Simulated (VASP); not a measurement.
# TePb (Pm-3m) in VASP: settings compared

The runs below take TePb through single point, with PBE-based screened hybrid with 40 % exact exchange, PBE-based screened hybrid with 30 % exact exchange, PBE-based screened hybrid with 100 % exact exchange.

All numbers are computed with VASP 6.6.1; they aren't measurements. Logs are shortened: lines on timing, memory, paths and dates and some standing lists are left out, and cuts for length are marked.

## 1. The cell of the first run

The structure is cubic, space group Pm-3m (No. 221). Conventional cell: a = 3.975 Å, b = 3.975 Å, c = 3.975 Å, α = 90.00°, β = 90.00°, γ = 90.00°. Within 4.5 Å of Pb (site symmetry m-3m) lie 8 Te at 3.44 Å and 6 Pb at 3.98 Å. Within 4.5 Å of Te (site symmetry m-3m) lie 8 Pb at 3.44 Å and 6 Te at 3.98 Å.

## 2. Single point, PBE-based screened hybrid with 40 % exact exchange

Input file POSCAR:

```
TePb
1.0
    3.9750058231      0.0000000000      0.0000000000
    0.0000000000      3.9750058231      0.0000000000
    0.0000000000      0.0000000000      3.9750058231
Pb Te
1 1
Direct
    0.0000000000      0.0000000000      0.0000000000
    0.5000000000      0.5000000000      0.5000000000
```

Input file INCAR.step1:

```
SYSTEM = TePb
PREC = Accurate
ENCUT = 400
EDIFF = 1E-5
ISMEAR = -1
SIGMA = 0.02
LREAL = .FALSE.
LASPH = .TRUE.
NELM = 120
ALGO = Normal
ISIF = 2
LWAVE = .TRUE.
LCHARG = .FALSE.
GGA = PE
NBANDS = 17
GGA_COMPAT = .FALSE.
```

Input file INCAR.step2:

```
SYSTEM = TePb
PREC = Accurate
ENCUT = 400
EDIFF = 1E-6
ISMEAR = -1
SIGMA = 0.02
LREAL = .FALSE.
LASPH = .TRUE.
NELM = 120
ALGO = Normal
ISIF = 2
LWAVE = .FALSE.
LCHARG = .FALSE.
GGA = PE
LHFCALC = .TRUE.
AEXX = 0.4
HFSCREEN = 0.1
PRECFOCK = Normal
ISTART = 1
NBANDS = 17
GGA_COMPAT = .FALSE.
```

Input file KPOINTS:

```
regular mesh
0
G
  4 4 4
  0 0 0
```

Potentials or basis: VASP PAW PBE potentials, release 64 (Pb_d, Te).

The run is started by

```sh
> cat potpaw_PBE.64/Pb_d/POTCAR potpaw_PBE.64/Te/POTCAR > POTCAR
> cp INCAR.step1 INCAR
> mpirun -np 1 vasp_std > vasp.out
> cp INCAR.step2 INCAR
> mpirun -np 1 vasp_std > vasp.out
```

OUTCAR:

```text
SYSTEM = TePb
   PREC = Accurate
   ENCUT = 400
   EDIFF = 1E-6
   ISMEAR = -1
   LREAL = .FALSE.
   LASPH = .TRUE.
   NELM = 120
   ISIF = 2
   GGA = PE
   LHFCALC = .TRUE.
   AEXX = 0.4
   HFSCREEN = 0.1
   PRECFOCK = Normal
   ISTART = 1

 ion  position               nearest neighbor table
   1  0.000  0.000  0.000-   2 3.44   2 3.44   2 3.44   2 3.44   2 3.44   2 3.44   2 3.44   2 3.44

   2  0.500  0.500  0.500-   1 3.44   1 3.44   1 3.44   1 3.44   1 3.44   1 3.44   1 3.44   1 3.44

  LATTYP: Found a simple cubic cell.
 ALAT       =     3.9750058231

  Lattice vectors:

 A1 = (   3.9750058231,   0.0000000000,   0.0000000000)
 A2 = (   0.0000000000,   3.9750058231,   0.0000000000)
 A3 = (   0.0000000000,   0.0000000000,   3.9750058231)

Analysis of symmetry for initial positions (statically):
=====================================================================
 Subroutine PRICEL returns:
 Original cell was already a primitive cell.

 Routine SETGRP: Setting up the symmetry group for a
 simple cubic supercell.

 Subroutine GETGRP returns: Found 48 space group operations
 (whereof 48 operations were pure point group operations)
 out of a pool of 48 trial point group operations.

The static configuration has the point symmetry O_h .

Analysis of symmetry for dynamics (positions and initial velocities):
=====================================================================
 Subroutine PRICEL returns:
 Original cell was already a primitive cell.

 Routine SETGRP: Setting up the symmetry group for a
 simple cubic supercell.

 Subroutine GETGRP returns: Found 48 space group operations
 (whereof 48 operations were pure point group operations)
 out of a pool of 48 trial point group operations.

The dynamic configuration has the point symmetry O_h .

 Subroutine INISYM returns: Found 48 space group operations
 (whereof 48 operations are pure point group operations),
 and found     1 'primitive' translations

----------------------------------------------------------------------------------------

                                     Primitive cell

  volume of cell :      62.8078

  direct lattice vectors                    reciprocal lattice vectors
     3.975005823  0.000000000  0.000000000     0.251571959  0.000000000  0.000000000
     0.000000000  3.975005823  0.000000000     0.000000000  0.251571959  0.000000000
     0.000000000  0.000000000  3.975005823     0.000000000  0.000000000  0.251571959

  length of vectors
     3.975005823  3.975005823  3.975005823     0.251571959  0.251571959  0.251571959

  position of ions in fractional coordinates (direct lattice)
     0.000000000  0.000000000  0.000000000
     0.500000000  0.500000000  0.500000000

  ion indices of the primitive-cell ions
   primitive index   ion index
                 1           1
                 2           2

----------------------------------------------------------------------------------------

 KPOINTS: regular mesh

Automatic generation of k-mesh.
 Grid dimensions read from file:
 generate k-points for:    4    4    4

 Generating k-lattice:

  Cartesian coordinates                     Fractional coordinates (reciprocal lattice)
     0.062892990  0.000000000  0.000000000     0.250000000  0.000000000  0.000000000
     0.000000000  0.062892990  0.000000000     0.000000000  0.250000000  0.000000000
     0.000000000  0.000000000  0.062892990     0.000000000  0.000000000  0.250000000

  Length of vectors
     0.062892990  0.062892990  0.062892990

  Shift w.r.t. Gamma in fractional coordinates (k-lattice)
     0.000000000  0.000000000  0.000000000

 Subroutine IBZKPT returns following result:
 ===========================================

 Found     10 irreducible k-points:

 Following reciprocal coordinates:
            Coordinates               Weight
  0.000000  0.000000  0.000000      1.000000
  0.250000  0.000000  0.000000      6.000000
  0.500000  0.000000  0.000000      3.000000
  0.250000  0.250000  0.000000     12.000000
  0.500000  0.250000  0.000000     12.000000
  0.500000  0.500000  0.000000      3.000000
  0.250000  0.250000  0.250000      8.000000
  0.500000  0.250000  0.250000     12.000000
  0.500000  0.500000  0.250000      6.000000
  0.500000  0.500000  0.500000      1.000000
   k-points           NKPTS =     10   k-points in BZ     NKDIM =     64   number of bands    NBANDS=     17
   number of dos      NEDOS =    301   number of ions     NIONS =      2
   total plane-waves  NPLWV =  21952
   dimension x,y,z NGX =    28 NGY =   28 NGZ =   28
   dimension x,y,z NGXF=    56 NGYF=   56 NGZF=   56
   ions per type =               1   1
   NGX,Y,Z   is equivalent  to a cutoff of  11.71, 11.71, 11.71 a.u.
   NGXF,Y,Z  is equivalent  to a cutoff of  23.42, 23.42, 23.42 a.u.
 SYSTEM =  TePb
   PREC   = accura    normal or accurate (medium, high low for compatibility)
   ISTART =      1    job   : 0-new  1-cont  2-samecut
   ICHARG =      0    charge: 1-file 2-atom 10-const
   ISPIN  =      1    spin polarized calculation?
   LNONCOLLINEAR =      F non collinear calculations
   LSORBIT =      F    spin-orbit coupling
   LASPH  =      T    aspherical Exc in radial PAW
   ENCUT  =  400.0 eV  29.40 Ry    5.42 a.u.   6.48  6.48  6.48*2*pi/ulx,y,z
   NELM   =    120;   NELMIN=  2; NELMDL=  0     # of ELM steps
   EDIFF  = 0.1E-05   stopping-criterion for ELM
   LREAL  =      F    real-space projection
   EDIFFG = 0.1E-04   stopping-criterion for IOM
   NSW    =      0    number of steps for IOM
   IBRION =     -1    ionic relax: 0-MD 1-quasi-New 2-CG
   NFREE  =      0    steps in history (QN), initial steepest desc. (CG)
   ISIF   =      2    stress and relaxation
   ISYM   =      3    0-nonsym 1-usesym 2-fastsym
   POTIM  = 0.5000    time-step for ionic-motion
   TEBEG  =    0.0;   TEEND  =   0.0 temperature during run
   PSTRESS=    0.0 pullay stress
   NELECT =      20.0000    total number of electrons
   NUPDOWN=      -1.0000    fix difference up-down
   EMIN   =  10.00;   EMAX   =-10.00  energy-range for DOS
   EFERMI =   0.00;   METHOD = LEGACY
   ISMEAR =    -1;   SIGMA  =   0.02  broadening in eV -4-tet -1-fermi 0-gaus
   EFERMI_NEDOS =   21; number of points for ismear=-14 and -15
   IALGO  =     38    algorithm
   IMIX   =      1    mixing-type and parameters
     AMIX     =   0.40;   BMIX     =  1.00
     AMIX_MAG =   1.60;   BMIX_MAG =  1.00
  volume/ion in A,a.u.               =      31.40       211.92
  Fermi-wavevector in a.u.,A,eV,Ry     =   1.117928  2.112577 17.004050  1.249762
  Thomas-Fermi vector in A             =   2.254555
   LORBIT       =      0    0 simple, 1 ext, 2 COOP (PROOUT), +10 PAW based schemes
   GGA     = PE    functional components
   LHFCALC =     T    Hartree Fock is set to
   PRECFOCK=normal    Normal, Fast or Accurate (Low or Medium for compatibility)
   ENCUT4O =  -1.0   cutoff for four orbital integrals eV
   NKREDX  =     1    reduce k-point grid by
   NKREDY  =     1    reduce k-point grid by
   NKREDZ  =     1    reduce k-point grid by
   AEXX    =    0.4000 exact exchange contribution
   HFSCREEN=    0.1000 screening length (either q_TF or 0.3 A-1)
   HFSCREENC=   0.1000 screening length for correlation (either q_TF or 0.3 A-1)
   ENCUTFOCK=  -1.0 apply spherical cutoff to Coloumb kernel
   IVDW    =     0    specifies the selected vdW correction
   LEPSILON=     F    determine dielectric tensor
   LRPA    =     F    only Hartree local field effects (RPA)
 non-spin polarized calculation
  energy-cutoff  :      400.00
  volume of cell :       62.81
 maximum number of plane-waves:      1189
 NGX is ok and might be reduce to    28
  NGX = 20; NGY = 20; NGZ = 20

 number of electron      20.0000015 magnetization

 Free energy of the ion-electron system (eV)
  ---------------------------------------------------
  ext. energy  EPLUGINS =         0.00000000
  ---------------------------------------------------
  free energy    TOTEN  =       -10.11444842 eV

  energy without entropy =      -10.11444828  energy(sigma->0) =      -10.11444835

 E-fermi :   6.2368     XC(G=0):  -6.8274

 val. band max:        5.9518766508   @ k =   0.5000   0.2500   0.0000
 cond. band min:       6.4939481020   @ k =   0.5000   0.5000   0.0000
 fundamental gap:      0.5420714511
 Fermi energy:         6.2367718797

 k-point     1 :       0.0000    0.0000    0.0000
  band No.  band energies     occupation
      1     -14.4244      2.00000
      2     -14.4244      2.00000
      3     -14.3399      2.00000
      4     -14.3399      2.00000
      5     -14.3399      2.00000
      6      -8.4233      2.00000
[... 9 lines left out ...]
     16      17.7816      0.00000
     17      19.0663      0.00000

 k-point     2 :       0.2500    0.0000    0.0000
  band No.  band energies     occupation
      1     -14.4222      2.00000
      2     -14.3875      2.00000
      3     -14.3550      2.00000
      4     -14.3550      2.00000
      5     -14.3385      2.00000
      6      -7.8281      2.00000
[... 9 lines left out ...]
     16      16.4561      0.00000
     17      18.5059      0.00000

 k-point     3 :       0.5000    0.0000    0.0000
  band No.  band energies     occupation
      1     -14.4200      2.00000
      2     -14.3704      2.00000
      3     -14.3704      2.00000
      4     -14.3507      2.00000
      5     -14.3370      2.00000
      6      -6.7221      2.00000
[... 9 lines left out ...]
     16      19.5935      0.00000
     17      20.2019      0.00000

 k-point     4 :       0.2500    0.2500    0.0000
  band No.  band energies     occupation
      1     -14.4034      2.00000
      2     -14.3758      2.00000
      3     -14.3662      2.00000
      4     -14.3538      2.00000
      5     -14.3506      2.00000
      6      -7.2614      2.00000
[... 9 lines left out ...]
     16      15.6716      0.00000
     17      16.2690      0.00000
[... 63 lines left out ...]
      1     -14.3927      2.00000
      2     -14.3868      2.00000
      3     -14.3663      2.00000
      4     -14.3625      2.00000
      5     -14.3250      2.00000
      6      -5.9529      2.00000
[... 9 lines left out ...]
     16      16.5974      0.00000
     17      18.8442      0.00000

 k-point     9 :       0.5000    0.5000    0.2500
  band No.  band energies     occupation
      1     -14.4131      2.00000
      2     -14.3831      2.00000
      3     -14.3831      2.00000
      4     -14.3429      2.00000
      5     -14.3027      2.00000
      6      -5.5278      2.00000
[... 9 lines left out ...]
     16      18.8692      0.00000
     17      19.1745      0.00000

 k-point    10 :       0.5000    0.5000    0.5000
  band No.  band energies     occupation
      1     -14.4040      2.00000
      2     -14.4040      2.00000
      3     -14.4040      2.00000
      4     -14.3012      2.00000
      5     -14.3012      2.00000
      6      -5.2586      2.00000
[... 9 lines left out ...]
     16      22.1687      0.00000
     17      23.5204      0.00000

------------------------ aborting loop because EDIFF is reached ----------------------------------------

  FORCE on cell =-STRESS in cart. coord.  units (eV):
  Direction    XX          YY          ZZ          XY          YZ          ZX
  --------------------------------------------------------------------------------------
  -------------------------------------------------------------------------------------
  Total       -0.2835708     -0.2835708     -0.2835708      0.0000000      0.0000000     -0.0000000
  in kB       -7.2336710     -7.2336710     -7.2336710      0.0000000      0.0000000     -0.0000000
  external PRESSURE =      -7.2336710 kB  Pullay stress =       0.0000000 kB

 VOLUME and BASIS-vectors are now :
 -----------------------------------------------------------------------------
  energy-cutoff  :      400.00
  volume of cell :       62.81
      direct lattice vectors                 reciprocal lattice vectors
     3.975005823  0.000000000  0.000000000     0.251571959  0.000000000  0.000000000
     0.000000000  3.975005823  0.000000000     0.000000000  0.251571959  0.000000000
     0.000000000  0.000000000  3.975005823     0.000000000  0.000000000  0.251571959

 POSITION                                       TOTAL-FORCE (eV/Angst)
 -----------------------------------------------------------------------------------
      0.00000      0.00000      0.00000         0.000000      0.000000      0.000000
      1.98750      1.98750      1.98750         0.000000      0.000000      0.000000
 -----------------------------------------------------------------------------------
    total drift:                                0.000003      0.000003      0.000002

  FREE ENERGIE OF THE ION-ELECTRON SYSTEM (eV)
  ---------------------------------------------------
  free  energy   TOTEN  =       -10.1144484238 eV

  energy  without entropy=      -10.1144482817  energy(sigma->0) =      -10.11444835
```

Run time: 3.8 min. Hardware: 1 thread of Intel Xeon 6975P-C (Granite Rapids), shared host; peak memory 0.26 GiB.

Results:

- Free energy: -10.1144 eV
- Pressure: -0.7 GPa
- Band gap on the k mesh: zero (bands 10 and 11 overlap by 1.23 eV)

Caveat: the k points lie up to 0.40 Å⁻¹ apart, too coarse for converged energies and pressures of a metal; the PAW data sets were made with another functional, which shifts forces and pressure a little; spin-orbit coupling is left out, which moves the levels of the heavy elements.

## 3. Single point, PBE-based screened hybrid with 30 % exact exchange

POSCAR is that of step 2.

Input file INCAR.step1:

```
SYSTEM = TePb
ALGO     = Normal         ! electronic algorithm
EDIFF    = 1E-5           ! SCF threshold, eV
ENCUT    = 400            ! plane-wave cutoff, eV
GGA      = PE             ! functional
GGA_COMPAT= .FALSE.      
ISIF     = 2              ! what is computed and relaxed
ISMEAR   = -1             ! smearing method
LASPH    = .TRUE.         ! aspherical terms in the spheres
LREAL    = .FALSE.        ! projectors in reciprocal space
LWAVE    = .TRUE.         ! write WAVECAR
NBANDS   = 17             ! bands
NELM     = 120            ! most SCF steps
PREC     = Accurate       ! precision mode
SIGMA    = 0.02           ! smearing width, eV
```

Input file INCAR.step2:

```
SYSTEM = TePb
AEXX     = 0.3            ! exact-exchange fraction
ALGO     = Normal         ! electronic algorithm
EDIFF    = 1E-6           ! SCF threshold, eV
ENCUT    = 400            ! plane-wave cutoff, eV
GGA      = PE             ! functional
GGA_COMPAT= .FALSE.      
HFSCREEN = 0.1            ! screening, 1/A
ISIF     = 2              ! what is computed and relaxed
ISMEAR   = -1             ! smearing method
ISTART   = 1            
LASPH    = .TRUE.         ! aspherical terms in the spheres
LCHARG   = .TRUE.         ! write CHGCAR
LELF     = .TRUE.         ! ELF
LHFCALC  = .TRUE.         ! exact exchange
LREAL    = .FALSE.        ! projectors in reciprocal space
LVHAR    = .TRUE.       
LWAVE    = .FALSE.        ! write WAVECAR
NBANDS   = 17             ! bands
NELM     = 120            ! most SCF steps
PREC     = Accurate       ! precision mode
PRECFOCK = Normal       
SIGMA    = 0.02           ! smearing width, eV
```

Input file KPOINTS:

```
k-points
0
G
  4 4 4
  0 0 0
```

Potentials or basis: VASP PAW PBE potentials, release 64 (Pb_d, Te).

The run is started by

```sh
> cat potpaw_PBE.64/Pb_d/POTCAR potpaw_PBE.64/Te/POTCAR > POTCAR
> cp INCAR.step1 INCAR
> mpirun -np 1 vasp_std > vasp.out
> cp INCAR.step2 INCAR
> mpirun -np 1 vasp_std > vasp.out
```

It took 3.5 min on 1 thread of Intel Xeon 6975P-C (Granite Rapids), shared host; peak memory 0.26 GiB.

Results (log left out):

```yaml
Free_energy: -9.2379 eV
Pressure: -0.1 GPa
Band_gap_on_the_k_mesh: zero (bands 10 and 11 overlap by 1.32 eV)
```

Levels at points of the mesh, in eV from the Fermi level:
```
           k point  band 7  band 8  band 9  band 10  band 11  band 12  band 13  band 14
(0.00, 0.00, 0.00)   -7.58   -2.21   -2.21    -2.21     4.65     4.65     6.46     6.46
(0.50, 0.00, 0.00)  -10.60   -1.01   -0.51    -0.51     0.64     2.95     2.95     6.15
(0.50, 0.50, 0.00)   -9.10   -5.49   -5.49     0.22     4.43     4.71     4.71     6.88
(0.50, 0.50, 0.50)   -8.18   -3.21   -3.21    -3.21    -1.10    -1.10    -1.10    15.33
```

Caveat: the k points lie up to 0.40 Å⁻¹ apart, too coarse for converged energies and pressures of a metal; the PAW data sets were made with another functional, which shifts forces and pressure a little; spin-orbit coupling is left out, which moves the levels of the heavy elements.

## 4. Single point, PBE-based screened hybrid with 100 % exact exchange

POSCAR is that of step 3.

Input file INCAR.step1:

```
SYSTEM = TePb
PREC = Accurate
ENCUT = 400
EDIFF = 1E-5
ISMEAR = -1
SIGMA = 0.02
LREAL = .False.
LASPH = .True.
NELM = 120
ALGO = Normal
ISIF = 2
LWAVE = .True.
LCHARG = .False.
GGA = PE
NBANDS = 17
GGA_COMPAT = .False.
```

Input file INCAR.step2:

```
SYSTEM = TePb
PREC = Accurate
ENCUT = 400
EDIFF = 1E-6
ISMEAR = -1
SIGMA = 0.02
LREAL = .False.
LASPH = .True.
NELM = 120
ALGO = Normal
ISIF = 2
LWAVE = .False.
LCHARG = .False.
GGA = PE
LHFCALC = .True.
AEXX = 1.0
HFSCREEN = 0.5
PRECFOCK = Normal
ISTART = 1
NBANDS = 17
ALDAC = 1.0
AGGAC = 1.0
GGA_COMPAT = .False.
```

Input file KPOINTS:

```
regular mesh
0
Gamma
  4 4 4
  0 0 0
```

The run is started by

```sh
> cat potpaw_PBE.64/Pb_d/POTCAR potpaw_PBE.64/Te/POTCAR > POTCAR
> cp INCAR.step1 INCAR
> mpirun -np 1 vasp_std > vasp.out
> cp INCAR.step2 INCAR
> mpirun -np 1 vasp_std > vasp.out
```

It took 9.1 min on 1 thread of Intel Xeon 6975P-C (Granite Rapids), shared host; peak memory 0.26 GiB.

Results (log left out):

```yaml
Free_energy: -389.0243 eV
Pressure: -25.1 GPa
Band_gap_on_the_k_mesh: zero (bands 10 and 11 overlap by 1.83 eV)
```

Levels at points of the mesh, in eV from the Fermi level:
| k point | band 6 | band 7 | band 8 | band 9 | band 10 | band 11 | band 12 | band 13 | band 14 | band 15 |
| --- | --- | --- | --- | --- | --- | --- | --- | --- | --- | --- |
| (0.00, 0.00, 0.00) | -22.80 | -12.05 | -1.56 | -1.56 | -1.56 | 1.49 | 4.51 | 4.51 | 7.30 | 7.30 |
| (0.50, 0.00, 0.00) | -22.79 | -10.93 | -5.60 | -0.08 | 0.62 | 0.62 | 2.93 | 2.93 | 6.21 | 7.63 |
| (0.50, 0.50, 0.00) | -22.74 | -9.12 | -5.47 | -5.47 | -0.76 | 1.31 | 4.49 | 5.21 | 5.21 | 8.27 |
| (0.50, 0.50, 0.50) | -22.74 | -8.02 | -2.89 | -2.89 | -2.89 | -1.21 | -1.21 | -1.21 | 3.28 | 16.77 |

Caveat: the k points lie up to 0.40 Å⁻¹ apart, too coarse for converged energies and pressures of a metal; the PAW data sets were made with another functional, which shifts forces and pressure a little; spin-orbit coupling is left out, which moves the levels of the heavy elements.

## 5. The runs side by side

```tsv
level	share of exact exchange	screening parameter	gap on the mesh (eV)	pressure (GPa)
PBE-based screened hybrid with 40 % exact exchange	0.4	0.1 1/Å	none	-0.7
PBE-based screened hybrid with 30 % exact exchange	0.3	0.1 1/Å	none	-0.1
PBE-based screened hybrid with 100 % exact exchange	1	0.5 1/Å	none	-25.1
```

Alike in all rows: task single point; potentials or basis VASP PAW PBE potentials, release 64 (Pb_d, Te); no spin polarisation; cell as given; k mesh 4 × 4 × 4; cutoff (eV) 400; smearing fermi-dirac 0.02 eV.

Caveats: all runs use coarse meshes; the PAW data sets were made with another functional, which shifts forces and pressure a little; spin-orbit coupling is left out, which moves the levels of the heavy elements.

Absolute energies hang on the potentials; compare differences alone.
